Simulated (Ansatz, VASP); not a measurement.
# GaSb in VASP and in Ansatz

The input POSCAR:

```
GaSb
1.0
   -2.7162208707      2.7162208707      1.5692083240
    2.7162208707     -2.7162208707      1.5692083240
    2.7162208707      2.7162208707     -1.5692083240
Sb Ga
1 1
Direct
    0.0000000000      0.0000000000      0.0000000000
    0.7500000000      0.2500000000      0.5000000000
```

Contents of INCAR.step1:

```
PREC = Accurate
ENCUT = 520
EDIFF = 1E-5
ISMEAR = -1
SIGMA = 0.05
LREAL = False
LASPH = True
NELM = 100
ALGO = Normal
ISIF = 2
LWAVE = True
LCHARG = False
NBANDS = 16
GGA = PE
KPAR = 4
```

Contents of INCAR.step2:

```
PREC = Accurate
ENCUT = 520
EDIFF = 1E-6
ISMEAR = -1
SIGMA = 0.05
LREAL = False
LASPH = True
NELM = 100
ALGO = Normal
ISIF = 2
LWAVE = False
LCHARG = False
GGA = PE
LHFCALC = True
AEXX = 0.25
PRECFOCK = Normal
NBANDS = 16
ISTART = 1
KPAR = 4
```

The input KPOINTS:

```
regular mesh
0
Gamma
  6 6 6
```

Contents of input.yaml:

```yaml
crystal:
  lattice:
    - [-2.7162208707, 2.7162208707, 1.569208324]
    - [2.7162208707, -2.7162208707, 1.569208324]
    - [2.7162208707, 2.7162208707, -1.569208324]
  atoms:
    - { symbol: Sb, position: [0.0, 0.0, 0.0] }
    - { symbol: Ga, position: [0.75, 0.25, 0.5] }
hamiltonian:
  xc: pbe0
  pseudopotentials: { kind: paw }
kpoints:
  mp_grid: { grid: [6, 6, 6] }
scf:
  occupations: { method: fermi_dirac, width: 0.05 }
output:
  forces: true
  stress: true
  eigenvalues: true
```

Alike in both runs: task single point; functional PBE0; k mesh 6 × 6 × 6; occupations fermi-dirac, width 0.05 eV; no spin polarisation.

|  | VASP | Ansatz |
| --- | --- | --- |
| version | VASP 6.6.1 | Ansatz 0.2.0 |
| potentials or method | VASP PAW PBE potentials, release 64 (Sb, Ga_d) | Ansatz PAW |
| plane-wave cutoff (eV) | 520 | 420 |
| valence electrons in the cell | 18 | 28 |

```csv
,VASP,Ansatz,Ansatz less VASP
gap on the k mesh at the Fermi level (eV),none,none,-
pressure (GPa),0.1,0.7,+0.61
"traceless stress, the component that is largest in VASP (GPa)",-2.48,-2.53,-0.048
```

A gap of «none» marks a metal or a gap that the smearing closes. VASP's potentials hold 18 valence electrons a cell and Ansatz's 28, so a difference there can come from the potentials and not from the codes.

The k mesh is coarse, so the values compare programs but aren't converged. Neither program's run includes spin-orbit coupling.
